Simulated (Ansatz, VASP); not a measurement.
This is a calculation of KF for Ansatz 0.2.0.

Contents of input.yaml:

```yaml
crystal:
  lattice:
    - [0.0, 2.6539175805, 2.6539175805]
    - [2.6539175805, 0.0, 2.6539175805]
    - [2.6539175805, 2.6539175805, 0.0]
  atoms:
    - { symbol: K, position: [0.0, 0.0, 0.0] }
    - { symbol: F, position: [0.5, 0.5, 0.5] }
kpoints:
  mp_grid: { grid: [9, 9, 9] }
scf:
  occupations: { method: fermi_dirac, width: 0.05 }
hamiltonian:
  xc: pbe
  pseudopotentials: { kind: all_electron, lapw: { basis_error: 0.0005 } }
output:
  forces: true
  stress: true
  eigenvalues: true
```

Potentials or basis: all-electron LAPW, scalar-relativistic.

The run is started by

```console
$ ansatz run input.yaml --threads 1 --pin off --max-ram 2560MiB --backend cpu --events-out ev --progress --plain --runs-dir out
```

**Question.** Set up the same calculation for VASP 6.6.1. Potentials there: VASP PAW PBE potentials, release 64 (K_sv, F).

**Answer.** As run (the cutoff follows the program's own potentials):

Contents of INCAR:

```
ALGO     = Normal         # electronic algorithm
EDIFF    = 1E-7           # SCF threshold, eV
ENCUT    = 520            # plane-wave cutoff, eV
GGA      = PE             # functional
ISIF     = 2              # what is computed and relaxed
ISMEAR   = -1             # smearing method
LASPH    = True           # aspherical terms in the spheres
LCHARG   = False          # write CHGCAR
LREAL    = False          # projectors in reciprocal space
LWAVE    = False          # write WAVECAR
NBANDS   = 15             # bands
NELM     = 100            # most SCF steps
PREC     = Accurate       # precision mode
SIGMA    = 0.05           # smearing width, eV
```

Contents of KPOINTS:

```
k-points
0
Gamma
  9 9 9
```

Contents of POSCAR:

```
KF
1.0
    0.0000000000      2.6539175805      2.6539175805
    2.6539175805      0.0000000000      2.6539175805
    2.6539175805      2.6539175805      0.0000000000
K F
1 1
Direct
    0.0000000000      0.0000000000      0.0000000000
    0.5000000000      0.5000000000      0.5000000000
```

Potentials or basis: VASP PAW PBE potentials, release 64 (K_sv, F).

Run with:

```sh
$ cat potpaw_PBE.64/K_sv/POTCAR potpaw_PBE.64/F/POTCAR > POTCAR
$ mpirun -np 1 vasp_std > vasp.out
```

Both were run:

|  | VASP | Ansatz | Ansatz less VASP |
| --- | --- | --- | --- |
| gap on the k mesh at the Fermi level (eV) | 6.27 | 6.28 | +0.012 |
| least direct gap on the mesh (eV) | 6.27 | 6.28 | +0.012 |
| pressure (GPa) | 2.2 | 2.1 | -0.06 |

Ansatz ran all-electron here, and VASP with PAW potentials.
